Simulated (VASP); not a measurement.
# Fe (Im-3m) in VASP: a series of runs

Runs on Fe. Level: r2SCAN. Tasks: single point.

All numbers are computed with VASP 6.6.1; they aren't measurements. Logs are shortened: lines on timing, memory, paths and dates and some standing lists are left out, and cuts for length are marked.

**1. The cell of the first run**

It takes space group Im-3m (No. 229, cubic). The conventional cell has a = 2.587 Å, b = 2.587 Å, c = 2.587 Å, α = 90.00°, β = 90.00°, γ = 90.00°. Within 3.0 Å of Fe (site symmetry m-3m) lie 14 Fe at 2.24 to 2.59 Å.

**2. Single point, r2SCAN, collinear spin, ferromagnetic start (volume scaled by 0.72)**

POSCAR

```
Fe
1.0
   -1.2933334099      1.2933334099      1.2933334099
    1.2933334099     -1.2933334099      1.2933334099
    1.2933334099      1.2933334099     -1.2933334099
Fe
1
Direct
    0.0000000000      0.0000000000      0.0000000000
```

INCAR.step1

```
SYSTEM = Fe
  PREC = Accurate
  ENCUT = 520
  ISMEAR = -1
  SIGMA = 0.05
  LREAL = .False.
  LASPH = .True.
  NELM = 150
  ISPIN = 2
  MAGMOM = 3
  LMAXMIX = 4
  NBANDS = 14
  GGA = PE
  ALGO = Normal
  EDIFF = 1E-4
  LWAVE = .True.
  LCHARG = .False.
```

INCAR.step2

```
SYSTEM = Fe
  PREC = Accurate
  ENCUT = 520
  EDIFF = 1E-7
  ISMEAR = -1
  SIGMA = 0.05
  LREAL = .False.
  LASPH = .True.
  NELM = 150
  ALGO = Normal
  ISIF = 2
  LWAVE = .False.
  LCHARG = .False.
  ISPIN = 2
  MAGMOM = 3
  LORBIT = 11
  LMAXMIX = 4
  METAGGA = R2SCAN
  LMIXTAU = .True.
  NBANDS = 14
  ISTART = 1
```

KPOINTS

```
regular mesh
0
Gamma
  14 14 14
  0 0 0
```

Potentials or basis: VASP PAW PBE potentials, release 64 (Fe).

Started as:

```bash
> cat potpaw_PBE.64/Fe/POTCAR > POTCAR
> cp INCAR.step1 INCAR
> mpirun -np 1 vasp_std > vasp.out
> cp INCAR.step2 INCAR
> mpirun -np 1 vasp_std > vasp.out
```

OUTCAR:

```text
SYSTEM = Fe
   PREC = Accurate
   ENCUT = 520
   EDIFF = 1E-7
   ISMEAR = -1
   LREAL = .False.
   LASPH = .True.
   NELM = 150
   ISIF = 2
   ISPIN = 2
   LORBIT = 11
   METAGGA = R2SCAN
   ISTART = 1

 ion  position               nearest neighbor table
   1  0.000  0.000  0.000-

  LATTYP: Found a body centered cubic cell.
 ALAT       =     2.5866668198

  Lattice vectors:

 A1 = (  -1.2933334099,   1.2933334099,   1.2933334099)
 A2 = (   1.2933334099,  -1.2933334099,   1.2933334099)
 A3 = (   1.2933334099,   1.2933334099,  -1.2933334099)

Analysis of symmetry for initial positions (statically):
=====================================================================
 Subroutine PRICEL returns:
 Original cell was already a primitive cell.

 Routine SETGRP: Setting up the symmetry group for a
 body centered cubic supercell.

 Subroutine GETGRP returns: Found 48 space group operations
 (whereof 48 operations were pure point group operations)
 out of a pool of 48 trial point group operations.

The static configuration has the point symmetry O_h .

Analysis of symmetry for dynamics (positions and initial velocities):
=====================================================================
 Subroutine PRICEL returns:
 Original cell was already a primitive cell.

 Routine SETGRP: Setting up the symmetry group for a
 body centered cubic supercell.

 Subroutine GETGRP returns: Found 48 space group operations
 (whereof 48 operations were pure point group operations)
 out of a pool of 48 trial point group operations.

The dynamic configuration has the point symmetry O_h .

Analysis of structural, dynamic, and magnetic symmetry:
=====================================================================
 Subroutine PRICEL returns:
 Original cell was already a primitive cell.

 Routine SETGRP: Setting up the symmetry group for a
 body centered cubic supercell.

 Subroutine GETGRP returns: Found 48 space group operations
 (whereof 48 operations were pure point group operations)
 out of a pool of 48 trial point group operations.

The overall configuration has the point symmetry O_h .

 Subroutine INISYM returns: Found 48 space group operations
 (whereof 48 operations are pure point group operations),
 and found     1 'primitive' translations

----------------------------------------------------------------------------------------

                                     Primitive cell

  volume of cell :       8.6535

  direct lattice vectors                    reciprocal lattice vectors
    -1.293333410  1.293333410  1.293333410     0.000000000  0.386597915  0.386597915
     1.293333410 -1.293333410  1.293333410     0.386597915  0.000000000  0.386597915
     1.293333410  1.293333410 -1.293333410     0.386597915  0.386597915  0.000000000

  length of vectors
     2.240119177  2.240119177  2.240119177     0.546732015  0.546732015  0.546732015

  position of ions in fractional coordinates (direct lattice)
     0.000000000  0.000000000  0.000000000

  ion indices of the primitive-cell ions
   primitive index   ion index
                 1           1

----------------------------------------------------------------------------------------

 KPOINTS: regular mesh

Automatic generation of k-mesh.
 Grid dimensions read from file:
 generate k-points for:   14   14   14

 Generating k-lattice:

  Cartesian coordinates                     Fractional coordinates (reciprocal lattice)
     0.000000000  0.027614137  0.027614137     0.071428571  0.000000000  0.000000000
     0.027614137  0.000000000  0.027614137     0.000000000  0.071428571  0.000000000
     0.027614137  0.027614137  0.000000000     0.000000000  0.000000000  0.071428571

  Length of vectors
     0.039052287  0.039052287  0.039052287

  Shift w.r.t. Gamma in fractional coordinates (k-lattice)
     0.000000000  0.000000000  0.000000000

 Subroutine IBZKPT returns following result:
 ===========================================

 Found    104 irreducible k-points:

 Following reciprocal coordinates:
            Coordinates               Weight
  0.000000  0.000000  0.000000      1.000000
  0.071429  0.000000  0.000000     12.000000
  0.142857  0.000000  0.000000     12.000000
  0.214286  0.000000  0.000000     12.000000
  0.285714  0.000000  0.000000     12.000000
  0.357143  0.000000  0.000000     12.000000
[... 16 lines left out ...]
  0.285714  0.285714  0.000000     24.000000
  0.357143  0.285714  0.000000     24.000000
 [... further k-points ...]
   k-points           NKPTS =    104   k-points in BZ     NKDIM =    104   number of bands    NBANDS=     14
   number of dos      NEDOS =    301   number of ions     NIONS =      1
   total plane-waves  NPLWV =   5832
   dimension x,y,z NGX =    18 NGY =   18 NGZ =   18
   dimension x,y,z NGXF=    36 NGYF=   36 NGZF=   36
   ions per type =               1
   NGX,Y,Z   is equivalent  to a cutoff of  13.36, 13.36, 13.36 a.u.
   NGXF,Y,Z  is equivalent  to a cutoff of  26.72, 26.72, 26.72 a.u.
 SYSTEM =  Fe
   PREC   = accura    normal or accurate (medium, high low for compatibility)
   ISTART =      1    job   : 0-new  1-cont  2-samecut
   ICHARG =      0    charge: 1-file 2-atom 10-const
   ISPIN  =      2    spin polarized calculation?
   LNONCOLLINEAR =      F non collinear calculations
   LSORBIT =      F    spin-orbit coupling
   LASPH  =      T    aspherical Exc in radial PAW
   ENCUT  =  520.0 eV  38.22 Ry    6.18 a.u.   4.17  4.17  4.17*2*pi/ulx,y,z
   NELM   =    150;   NELMIN=  2; NELMDL=  0     # of ELM steps
   EDIFF  = 0.1E-06   stopping-criterion for ELM
   LREAL  =      F    real-space projection
   EDIFFG = 0.1E-05   stopping-criterion for IOM
   NSW    =      0    number of steps for IOM
   IBRION =     -1    ionic relax: 0-MD 1-quasi-New 2-CG
   NFREE  =      0    steps in history (QN), initial steepest desc. (CG)
   ISIF   =      2    stress and relaxation
   ISYM   =      2    0-nonsym 1-usesym 2-fastsym
   POTIM  = 0.5000    time-step for ionic-motion
   TEBEG  =    0.0;   TEEND  =   0.0 temperature during run
   PSTRESS=    0.0 pullay stress
   NELECT =       8.0000    total number of electrons
   NUPDOWN=      -1.0000    fix difference up-down
   EMIN   =  10.00;   EMAX   =-10.00  energy-range for DOS
   EFERMI =   0.00;   METHOD = LEGACY
   ISMEAR =    -1;   SIGMA  =   0.05  broadening in eV -4-tet -1-fermi 0-gaus
   EFERMI_NEDOS =   21; number of points for ismear=-14 and -15
   IALGO  =     38    algorithm
   IMIX   =      4    mixing-type and parameters
     AMIX     =   0.40;   BMIX     =  1.00
     AMIX_MAG =   1.60;   BMIX_MAG =  1.00
  volume/ion in A,a.u.               =       8.65        58.40
  Fermi-wavevector in a.u.,A,eV,Ry     =   1.594805  3.013745 34.605111  2.543404
  Thomas-Fermi vector in A             =   2.692823
   LORBIT       =     11    0 simple, 1 ext, 2 COOP (PROOUT), +10 PAW based schemes
   METAGGA = R2SCAN    functional components
   LHFCALC =     F    Hartree Fock is set to
   AEXX    =    0.0000 exact exchange contribution
   IVDW    =     0    specifies the selected vdW correction
   LEPSILON=     F    determine dielectric tensor
   LRPA    =     F    only Hartree local field effects (RPA)
 spin polarized calculation
  energy-cutoff  :      520.00
  volume of cell :        8.65
 maximum number of plane-waves:       242
 NGX is ok and might be reduce to    18
   NGX =  9   NGY =  9   NGZ =  9

 number of electron       7.9999996 magnetization       2.0856903

 Free energy of the ion-electron system (eV)
  ---------------------------------------------------
  ext. energy  EPLUGINS =         0.00000000
  ---------------------------------------------------
  free energy    TOTEN  =       -13.64680885 eV

  energy without entropy =      -13.64123618  energy(sigma->0) =      -13.64402252

 E-fermi :   8.8951     XC(G=0): -16.1149

 val. band max:        8.8885590430   @ k =  -0.3571   0.5000   0.2143
 cond. band min:       8.9134085830   @ k =  -0.4286  -0.4286   0.1429
 fundamental gap:      0.0248495400
 Fermi energy:         8.8951066328

 spin component 1

 k-point     1 :       0.0000    0.0000    0.0000
  band No.  band energies     occupation
      1      -1.4081      1.00000
      2       5.5369      1.00000
      3       5.5369      1.00000
      4       5.5370      1.00000
      5       7.3346      1.00000
      6       7.3346      1.00000
      7      37.8954      0.00000
      8      37.8954      0.00000
      9      37.8954      0.00000
     10      45.0444      0.00000
     11      45.0444      0.00000
     12      48.9865      0.00000
     13      48.9865      0.00000
     14      48.9865      0.00000
[... 375 lines left out ...]
 k-point    24 :       0.3571    0.2857    0.0000
  band No.  band energies     occupation
      1       3.4348      1.00000
      2       4.1770      1.00000
      3       4.7771      1.00000
      4       7.6891      1.00000
      5       8.0005      1.00000
      6      16.5249      0.00000
      7      18.9598      0.00000
      8      22.4139      0.00000
      9      33.1237      0.00000
     10      42.0790      0.00000
     11      43.9019      0.00000
     12      53.6574      0.00000
     13      56.8932      0.00000
     14      60.2330      0.00000

 [... further k-points ...]

 spin component 2

 k-point     1 :       0.0000    0.0000    0.0000
  band No.  band energies     occupation
      1      -1.8064      1.00000
      2       7.9885      1.00000
      3       7.9885      1.00000
      4       7.9886      1.00000
      5      11.2477      0.00000
      6      11.2479      0.00000
      7      37.6184      0.00000
      8      37.6184      0.00000
      9      37.6184      0.00000
     10      45.7326      0.00000
     11      45.7329      0.00000
     12      50.6371      0.00000
     13      50.6372      0.00000
     14      50.6373      0.00000
[... 375 lines left out ...]
 k-point    24 :       0.3571    0.2857    0.0000
  band No.  band energies     occupation
      1       5.1655      1.00000
      2       6.0054      1.00000
      3       6.4521      1.00000
      4      11.1258      0.00000
      5      11.4527      0.00000
      6      17.9864      0.00000
      7      20.3960      0.00000
      8      23.6404      0.00000
      9      34.1434      0.00000
     10      42.5702      0.00000
     11      44.4030      0.00000
     12      55.6640      0.00000
     13      58.6752      0.00000
     14      62.1883      0.00000

 [... further k-points ...]
[... 5 lines left out ...]
  --------------------------------------------------------------------------------------
  -------------------------------------------------------------------------------------
  Total        5.5973822      5.5973822      5.5973822      0.0000000      0.0000000     -0.0000000
  in kB     1036.3443095   1036.3443095   1036.3443095      0.0000000      0.0000000     -0.0000000
  external PRESSURE =    1036.3443095 kB  Pullay stress =       0.0000000 kB

 VOLUME and BASIS-vectors are now :
 -----------------------------------------------------------------------------
  energy-cutoff  :      520.00
  volume of cell :        8.65
      direct lattice vectors                 reciprocal lattice vectors
    -1.293333410  1.293333410  1.293333410     0.000000000  0.386597915  0.386597915
     1.293333410 -1.293333410  1.293333410     0.386597915  0.000000000  0.386597915
     1.293333410  1.293333410 -1.293333410     0.386597915  0.386597915  0.000000000

 POSITION                                       TOTAL-FORCE (eV/Angst)
 -----------------------------------------------------------------------------------
      0.00000      0.00000      0.00000        -0.000000     -0.000000      0.000000
 -----------------------------------------------------------------------------------
    total drift:                                0.000000      0.000000      0.000000

  FREE ENERGIE OF THE ION-ELECTRON SYSTEM (eV)
  ---------------------------------------------------
  free  energy   TOTEN  =       -13.6468088528 eV

  energy  without entropy=      -13.6412361786  energy(sigma->0) =      -13.64402252

 total charge

# of ion       s       p       d       tot
------------------------------------------
    1        0.634   0.867   6.522   8.023

 magnetization (x)

# of ion       s       p       d       tot
------------------------------------------
    1       -0.010  -0.102   2.164   2.052
```

Wall time 59 s (1 thread of Intel Xeon 6975P-C (Granite Rapids), shared host); peak memory 0.14 GiB.

What came out:

* Free energy: -13.6468 eV
* Pressure: 103.6 GPa
* Net moment: 2.09 μB per cell
* Site moments: Fe +2.05 μB

Caveat: the PAW data sets were made with another functional, which shifts forces and pressure a little.

**3. Single point, r2SCAN, collinear spin, ferromagnetic start (volume scaled by 0.72)**

POSCAR is that of step 2.

INCAR.step1

```
  ALGO = Normal
  EDIFF = 1E-4
  ENCUT = 520
  GGA = PE
  ISMEAR = -1
  ISPIN = 2
  LASPH = T
  LCHARG = F
  LMAXMIX = 4
  LREAL = F
  LWAVE = T
  MAGMOM = 3
  NBANDS = 14
  NELM = 150
  PREC = Accurate
  SIGMA = 0.05
```

INCAR.step2

```
  ALGO = Normal
  EDIFF = 1E-6
  ENCUT = 520
  ISIF = 2
  ISMEAR = -1
  ISPIN = 2
  ISTART = 1
  LASPH = T
  LCHARG = T
  LELF = T
  LMAXMIX = 4
  LMIXTAU = T
  LORBIT = 11
  LREAL = F
  LVHAR = T
  LWAVE = F
  MAGMOM = 3
  METAGGA = R2SCAN
  NBANDS = 14
  NELM = 150
  PREC = Accurate
  SIGMA = 0.05
```

KPOINTS

```
k-points
0
Gamma
  14 14 14
```

Potentials or basis: VASP PAW PBE potentials, release 64 (Fe).

Started as:

```bash
> cat potpaw_PBE.64/Fe/POTCAR > POTCAR
> cp INCAR.step1 INCAR
> mpirun -np 1 vasp_std > vasp.out
> cp INCAR.step2 INCAR
> mpirun -np 1 vasp_std > vasp.out
```

Run time: 51 s. Hardware: 1 thread of Intel Xeon 6975P-C (Granite Rapids), shared host; peak memory 0.14 GiB.

Results (log left out):

```
Free energy  : -13.6468 eV
Pressure     : 103.6 GPa
Net moment   : 2.09 μB per cell
Site moments : Fe +2.05 μB
```

Levels at points of the mesh, in eV from the Fermi level:
Spin up:
```tsv
k point	band 2	band 3	band 4	band 5	band 6	band 7	band 8	band 9
(0.00, 0.00, 0.00)	-3.36	-3.36	-3.36	-1.56	-1.56	29.00	29.00	29.00
(0.50, 0.00, 0.00)	-5.02	-1.40	-1.24	0.75	0.76	10.43	21.70	26.07
(0.50, 0.50, 0.50)	-7.27	0.34	0.34	0.34	12.75	12.75	12.75	19.29
```
Spin down:
```tsv
k point	band 1	band 2	band 3	band 4	band 5	band 6
(0.00, 0.00, 0.00)	-10.70	-0.91	-0.91	-0.91	2.35	2.35
(0.50, 0.00, 0.00)	-5.61	-2.93	0.45	2.13	2.81	3.64
(0.50, 0.50, 0.50)	-5.10	-5.10	3.17	3.17	3.17	13.07
```

Caveat: the PAW data sets were made with another functional, which shifts forces and pressure a little.
